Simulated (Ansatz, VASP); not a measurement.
## Mg2BeS3 in VASP and in Ansatz

Contents of INCAR:

```
SYSTEM = Mg2BeS3
ALGO = Normal
EDIFF = 1E-7
EDIFFG = -0.04
ENCUT = 600
GGA = PE
GGA_COMPAT = .FALSE.
IBRION = 2
ISIF = 3
ISMEAR = 0
LASPH = .TRUE.
LCHARG = .FALSE.
LREAL = .FALSE.
LWAVE = .FALSE.
NELM = 120
NELMIN = 4
NSW = 90
PREC = Accurate
SIGMA = 0.1
```

The input KPOINTS:

```
k-points
0
G
  6 6 2
  0 0 0
```

Contents of POSCAR:

```
Mg2BeS3
1.0
    3.6094375900      0.0000000000      0.0000000000
    0.0000000000      3.6094375900      0.0000000000
    0.0000000000      0.0000000000      7.8425993200
Mg Be S
2 1 3
Direct
    0.5000000000      0.0000000000      0.2626059900
    0.0000000000      0.5000000000      0.7373940100
    0.0000000000      0.0000000000      0.0000000000
    0.5000000000      0.0000000000      0.6250519800
    0.0000000000      0.5000000000      0.3749480200
    0.5000000000      0.5000000000      0.0000000000
```

Input for Ansatz:

```yaml
crystal:
  lattice:
    - [3.60943759, 0.0, 0.0]
    - [0.0, 3.60943759, 0.0]
    - [0.0, 0.0, 7.84259932]
  atoms:
    - { symbol: Mg, position: [0.5, 0.0, 0.26260599] }
    - { symbol: Mg, position: [0.0, 0.5, 0.73739401] }
    - { symbol: Be, position: [0.0, 0.0, 0.0] }
    - { symbol: S, position: [0.5, 0.0, 0.62505198] }
    - { symbol: S, position: [0.0, 0.5, 0.37494802] }
    - { symbol: S, position: [0.5, 0.5, 0.0] }
basis:
  ecutwfc: 420
kpoints:
  mp_grid: { grid: [6, 6, 2] }
hamiltonian:
  xc: pbe
scf:
  occupations: { method: gaussian, width: 0.1 }
  lower_state_search: "off"
output:
  forces: true
  stress: true
  eigenvalues: true
relax:
  adjacent_minimum: "off"
  f_tol: 0.04
  max_steps: 70
  cell: { stress_tol: 0.4 }
```

Change from the starting cell: species swapped into the Ti2CuSb3 type (P-4m2, No. 115).

Alike in both runs: task relaxation of cell and atoms; functional PBE; k mesh 6 × 6 × 2; occupations gaussian, width 0.1 eV; no spin polarisation.

|  | VASP | Ansatz |
| --- | --- | --- |
| version | VASP 6.6.1 | Ansatz 0.2.0 |
| potentials or method | VASP PAW PBE potentials, release 64 (Mg, Be, S), cutoff 600 eV | scalar-relativistic, plane waves, PAW |
| valence electrons in the cell | 24 | 40 |

|  | VASP | Ansatz | Ansatz less VASP |
| --- | --- | --- | --- |
| gap on the k mesh at the Fermi level, each at its own relaxed structure (eV) | 0.26 | 0.26 | -0.002 |
| relaxed volume (Å³/atom) | 22.20 | 22.34 | +0.141 |
| relaxed cell length with the largest relative difference (Å) | 11.410 | 11.476 | +0.0655 |

VASP's potentials hold 24 valence electrons a cell and Ansatz's 40, so a difference there can come from the potentials and not from the codes.

Noted on VASP's run: the volume moved by over 15 % at a fixed basis, so the end points are rough.
